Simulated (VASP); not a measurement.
# In (I4/mmm) in VASP: further runs

In is run at these levels: PBE; tasks: single point.

Program: VASP 6.6.1. These are calculated values, not measurements. Logs are shortened: lines on timing, memory, paths and dates and some standing lists are left out, and cuts for length are marked.

## 1. The cell of the first run

The structure is tetragonal, space group I4/mmm (No. 139). The conventional cell has a = 3.321 Å, b = 3.321 Å, c = 4.687 Å, α = 90.00°, β = 90.00°, γ = 90.00°. In (site symmetry 4/mmm) has 12 In at 3.32 Å within 4.4 Å.

## 2. Single point, PBE (25.85 Å³/atom)

Contents of INCAR:

```
SYSTEM = In
PREC = Accurate
ENCUT = 520
EDIFF = 1E-6
ISMEAR = 0
SIGMA = 0.1
LREAL = .FALSE.
LASPH = .TRUE.
NELM = 80
ALGO = Fast
ISIF = 2
LWAVE = .FALSE.
LCHARG = .FALSE.
GGA = PE
NBANDS = 12
```

Contents of KPOINTS:

```
Automatic mesh
0
G
  18 18 18
  0 0 0
```

Contents of POSCAR:

```
In
1.0
   -1.6604937048      1.6604937048      2.3434152520
    1.6604937048     -1.6604937048      2.3434152520
    1.6604937048      1.6604937048     -2.3434152520
In
1
Direct
    0.0000000000      0.0000000000      0.0000000000
```

Potentials or basis: VASP PAW PBE potentials, release 64 (In_d).

Run with:

```bash
cat potpaw_PBE.64/In_d/POTCAR > POTCAR
mpirun -np 1 vasp_std > vasp.out
```

OUTCAR:

```text
SYSTEM = In
   PREC = Accurate
   ENCUT = 520
   EDIFF = 1E-6
   ISMEAR = 0
   LREAL = .FALSE.
   LASPH = .TRUE.
   NELM = 80
   ISIF = 2
   GGA = PE

 ion  position               nearest neighbor table
   1  0.000  0.000  0.000-

  LATTYP: Found a body centered tetragonal cell.
 ALAT       =     3.3209874096
 C/A-ratio  =     1.4112762037

  Lattice vectors:

 A1 = (  -1.6604937048,   1.6604937048,   2.3434152520)
 A2 = (   1.6604937048,  -1.6604937048,   2.3434152520)
 A3 = (   1.6604937048,   1.6604937048,  -2.3434152520)

Analysis of symmetry for initial positions (statically):
=====================================================================
 Subroutine PRICEL returns:
 Original cell was already a primitive cell.

 Routine SETGRP: Setting up the symmetry group for a
 body centered tetragonal supercell.

 Subroutine GETGRP returns: Found 16 space group operations
 (whereof 16 operations were pure point group operations)
 out of a pool of 16 trial point group operations.

The static configuration has the point symmetry D_4h.

Analysis of symmetry for dynamics (positions and initial velocities):
=====================================================================
 Subroutine PRICEL returns:
 Original cell was already a primitive cell.

 Routine SETGRP: Setting up the symmetry group for a
 body centered tetragonal supercell.

 Subroutine GETGRP returns: Found 16 space group operations
 (whereof 16 operations were pure point group operations)
 out of a pool of 16 trial point group operations.

The dynamic configuration has the point symmetry D_4h.

 Subroutine INISYM returns: Found 16 space group operations
 (whereof 16 operations are pure point group operations),
 and found     1 'primitive' translations

----------------------------------------------------------------------------------------

                                     Primitive cell

  volume of cell :      25.8454

  direct lattice vectors                    reciprocal lattice vectors
    -1.660493705  1.660493705  2.343415252     0.000000000  0.301115264  0.213363807
     1.660493705 -1.660493705  2.343415252     0.301115264  0.000000000  0.213363807
     1.660493705  1.660493705 -2.343415252     0.301115264  0.301115264  0.000000000

  length of vectors
     3.317540313  3.317540313  3.317540313     0.369045412  0.369045412  0.425841290

  position of ions in fractional coordinates (direct lattice)
     0.000000000  0.000000000  0.000000000

  ion indices of the primitive-cell ions
   primitive index   ion index
                 1           1

[... 85 lines left out ...]
   EFERMI =   0.00;   METHOD = LEGACY
   ISMEAR =     0;   SIGMA  =   0.10  broadening in eV -4-tet -1-fermi 0-gaus
   EFERMI_NEDOS =   21; number of points for ismear=-14 and -15
   IALGO  =     68    algorithm
   IMIX   =      4    mixing-type and parameters
     AMIX     =   0.40;   BMIX     =  1.00
     AMIX_MAG =   1.60;   BMIX_MAG =  1.00
  volume/ion in A,a.u.               =      25.85       174.41
  Fermi-wavevector in a.u.,A,eV,Ry     =   1.301951  2.460331 23.062922  1.695077
  Thomas-Fermi vector in A             =   2.433051
   LORBIT       =      0    0 simple, 1 ext, 2 COOP (PROOUT), +10 PAW based schemes
   GGA     = PE    functional components
   LHFCALC =     F    Hartree Fock is set to
   AEXX    =    0.0000 exact exchange contribution
   IVDW    =     0    specifies the selected vdW correction
   LEPSILON=     F    determine dielectric tensor
   LRPA    =     F    only Hartree local field effects (RPA)
 non-spin polarized calculation
 RMM-DIIS sequential band-by-band and
 Gauss-broadening in eV      SIGMA  =   0.10
  energy-cutoff  :      520.00
  volume of cell :       25.85
 maximum number of plane-waves:       725
 NGX is ok and might be reduce to    28
   NGX = 13   NGY = 13   NGZ = 13

 number of electron      13.0000003 magnetization

 Free energy of the ion-electron system (eV)
  ---------------------------------------------------
  ext. energy  EPLUGINS =         0.00000000
  ---------------------------------------------------
  free energy    TOTEN  =        -2.54959494 eV

  energy without entropy =       -2.54735813  energy(sigma->0) =       -2.54847654

 E-fermi :   7.6799     XC(G=0): -10.3110

 val. band max:        7.6779281784   @ k =  -0.4444   0.4444   0.2778
 cond. band min:       7.6830021631   @ k =  -0.3333  -0.4444   0.2222
 fundamental gap:      0.0050739847
 Fermi energy:         7.6798597912

 k-point     1 :       0.0000    0.0000    0.0000
  band No.  band energies     occupation
      1      -6.9845      2.00000
      2      -6.9845      2.00000
      3      -6.9818      2.00000
      4      -6.8080      2.00000
      5      -6.8050      2.00000
      6      -1.9659      2.00000
      7      18.3451      0.00000
      8      18.3506      0.00000
      9      18.3506      0.00000
     10      19.2051      0.00000
     11      21.7527      0.00000
     12      21.7551      0.00000
[... 331 lines left out ...]
 k-point    24 :      -0.2222    0.0556    0.0000
  band No.  band energies     occupation
      1      -7.0065      2.00000
      2      -6.9366      2.00000
      3      -6.9294      2.00000
      4      -6.8151      2.00000
      5      -6.7699      2.00000
      6      -0.9767      2.00000
      7      12.4174      0.00000
      8      16.3811      0.00000
      9      17.3136      0.00000
     10      19.2720      0.00000
     11      21.0278      0.00000
     12      22.6633      0.00000

 [... further k-points ...]

------------------------ aborting loop because EDIFF is reached ----------------------------------------

  FORCE on cell =-STRESS in cart. coord.  units (eV):
  Direction    XX          YY          ZZ          XY          YZ          ZX
  --------------------------------------------------------------------------------------
  -------------------------------------------------------------------------------------
  Total        0.3970258      0.3970258      0.4010408      0.0000000      0.0000000      0.0000000
  in kB       24.6119238     24.6119238     24.8608201      0.0000000      0.0000000      0.0000000
  external PRESSURE =      24.6948893 kB  Pullay stress =       0.0000000 kB

 VOLUME and BASIS-vectors are now :
 -----------------------------------------------------------------------------
  energy-cutoff  :      520.00
  volume of cell :       25.85
      direct lattice vectors                 reciprocal lattice vectors
    -1.660493705  1.660493705  2.343415252     0.000000000  0.301115264  0.213363807
     1.660493705 -1.660493705  2.343415252     0.301115264  0.000000000  0.213363807
     1.660493705  1.660493705 -2.343415252     0.301115264  0.301115264  0.000000000

 POSITION                                       TOTAL-FORCE (eV/Angst)
 -----------------------------------------------------------------------------------
      0.00000      0.00000      0.00000        -0.000000      0.000000      0.000000
 -----------------------------------------------------------------------------------
    total drift:                               -0.000000     -0.000000     -0.000000

  FREE ENERGIE OF THE ION-ELECTRON SYSTEM (eV)
  ---------------------------------------------------
  free  energy   TOTEN  =        -2.5495949415 eV

  energy  without entropy=       -2.5473581316  energy(sigma->0) =       -2.54847654
```

OSZICAR:

```text
N       E                     dE             d eps       ncg     rms          rms(c)
DAV:   1     0.787752958072E+02    0.78775E+02   -0.62761E+03 11712   0.137E+03
DAV:   2     0.131285134039E+01   -0.77462E+02   -0.75361E+02 12080   0.295E+02
DAV:   3    -0.248690072965E+01   -0.37998E+01   -0.37881E+01 13708   0.651E+01
DAV:   4    -0.257410114962E+01   -0.87200E-01   -0.87172E-01 14580   0.979E+00
DAV:   5    -0.257794546222E+01   -0.38443E-02   -0.38442E-02 16052   0.183E+00    0.236E+00
RMM:   6    -0.255433116749E+01    0.23614E-01   -0.29725E-02 14193   0.271E+00    0.126E+00
RMM:   7    -0.254968962862E+01    0.46415E-02   -0.12039E-02 13722   0.144E+00    0.264E-01
RMM:   8    -0.254951731921E+01    0.17231E-03   -0.17293E-03 15441   0.644E-01    0.555E-02
RMM:   9    -0.254958192600E+01   -0.64607E-04   -0.57641E-04 17638   0.257E-01    0.572E-02
RMM:  10    -0.254958904902E+01   -0.71230E-05   -0.15749E-04 16236   0.221E-01    0.798E-03
RMM:  11    -0.254959443147E+01   -0.53825E-05   -0.69929E-05 18745   0.887E-02    0.154E-02
RMM:  12    -0.254959634785E+01   -0.19164E-05   -0.12072E-05 16132   0.450E-02    0.448E-02
RMM:  13    -0.254959512935E+01    0.12185E-05   -0.62396E-06 14185   0.401E-02    0.157E-02
RMM:  14    -0.254959494150E+01    0.18785E-06   -0.20176E-06  8618   0.186E-02
   1 F= -.25495949E+01 E0= -.25484765E+01  d E =-.223681E-02
```

It took 1.7 min on 1 thread of Intel Xeon Platinum 8559C (Emerald Rapids), shared host; peak memory 0.26 GiB.

What came out:

| Property | Result |
| --- | --- |
| Free energy | -2.5496 eV |
| Pressure | 2.5 GPa |
| Band gap on the k mesh | zero (an odd number of electrons rules out a gap without spin polarisation) |

Caveat: spin-orbit coupling is left out, which moves the levels of the heavy elements.

## 3. Single point, PBE (26.67 Å³/atom)

This run uses another cell than the first one, of 26.67 Å³/atom.

Contents of INCAR:

```
ALGO = Fast
EDIFF = 1E-7
ENCUT = 520
GGA = PE
ISIF = 2
ISMEAR = 0
LASPH = T
LCHARG = T
LELF = T
LREAL = F
LVHAR = T
LWAVE = F
NBANDS = 12
NELM = 60
PREC = Accurate
SIGMA = 0.1
```

Contents of KPOINTS:

```
k-points
0
Gamma
  18 18 18
```

Contents of POSCAR:

```
In
1.0
   -1.6779738705      1.6779738705      2.3680845939
    1.6779738705     -1.6779738705      2.3680845939
    1.6779738705      1.6779738705     -2.3680845939
In
1
Direct
    0.0000000000      0.0000000000      0.0000000000
```

Potentials or basis: VASP PAW PBE potentials, release 64 (In_d).

Run with:

```bash
cat potpaw_PBE.64/In_d/POTCAR > POTCAR
mpirun -np 1 vasp_std > vasp.out
```

It took 2 min on 1 thread of Intel Xeon Platinum 8559C (Emerald Rapids), shared host; peak memory 0.27 GiB.

Results (log left out):

```
Free energy            : -2.5594 eV
Pressure               : 1.1 GPa
Band gap on the k mesh : zero (an odd number of electrons rules out a gap without spin polarisation)
```

Levels at points of the mesh, in eV from the Fermi level:
```csv
k point,band 3,band 4,band 5,band 6,band 7,band 8,band 9,band 10
"(0.00, 0.00, 0.00)",-14.62,-14.46,-14.46,-9.42,10.39,10.40,10.40,11.47
"(0.50, 0.00, 0.00)",-14.61,-14.31,-14.31,-4.31,-3.30,8.26,8.30,10.80
"(0.50, 0.50, 0.00)",-14.32,-14.27,-14.27,-2.16,-2.14,3.99,4.01,7.28
"(0.50, 0.50, 0.50)",-14.32,-14.27,-14.27,-2.14,-2.11,3.97,3.97,7.25
```

Caveat: spin-orbit coupling is left out, which moves the levels of the heavy elements.

(Continued in part 2 of 2.)
